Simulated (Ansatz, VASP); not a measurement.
Ge in VASP and in Ansatz

INCAR

```
PREC     = Accurate       # precision mode
ENCUT    = 520            # plane-wave cutoff, eV
EDIFF    = 1E-6           # SCF threshold, eV
ISMEAR   = -1             # smearing method
SIGMA    = 0.1            # smearing width, eV
LREAL    = False          # projectors in reciprocal space
LASPH    = True           # aspherical terms in the spheres
NELM     = 80             # most SCF steps
ALGO     = Normal         # electronic algorithm
ISIF     = 2              # what is computed and relaxed
LWAVE    = False          # write WAVECAR
LCHARG   = False          # write CHGCAR
GGA      = PS             # functional
NBANDS   = 21             # bands
```

The input KPOINTS:

```
regular mesh
0
Gamma
  6 6 6
```

File POSCAR:

```
Ge
1.0
    0.0000000000      2.7513662564      2.7513662564
    2.7513662564      0.0000000000      2.7513662564
    2.7513662564      2.7513662564      0.0000000000
Ge
2
Direct
    0.0000000000      0.0000000000      0.0000000000
    0.2500000000      0.2500000000      0.2500000000
```

Input for Ansatz:

```yaml
crystal:
  lattice:
    - [0.0, 2.751366256378784, 2.751366256378784]
    - [2.751366256378784, 0.0, 2.751366256378784]
    - [2.751366256378784, 2.751366256378784, 0.0]
  atoms:
    - { symbol: Ge, position: [0.0, 0.0, 0.0] }
    - { symbol: Ge, position: [0.25, 0.25, 0.25] }
basis:
  ecutwfc: 500.0
kpoints:
  mp_grid:
    grid: [6, 6, 6]
hamiltonian:
  xc: pbesol
scf:
  convergence:
    dr2_threshold: 1.0e-10
  occupations:
    method: fermi_dirac
    width: 0.1
output:
  stress: true
```

Alike in both runs: task single point; functional PBEsol; k mesh 6 × 6 × 6; occupations fermi-dirac, width 0.1 eV; no spin polarisation.

```csv
,VASP,Ansatz
version,VASP 6.6.1,Ansatz 0.2.0
potentials or method,"VASP PAW PBE potentials, release 64 (Ge_d), cutoff 520 eV","plane waves, PAW"
valence electrons in the cell,28,28
```

|  | VASP | Ansatz | Ansatz less VASP |
| --- | --- | --- | --- |
| pressure (GPa) | 7.6 | 7.7 | +0.12 |

VASP's potentials were made for PBE, not for PBEsol.
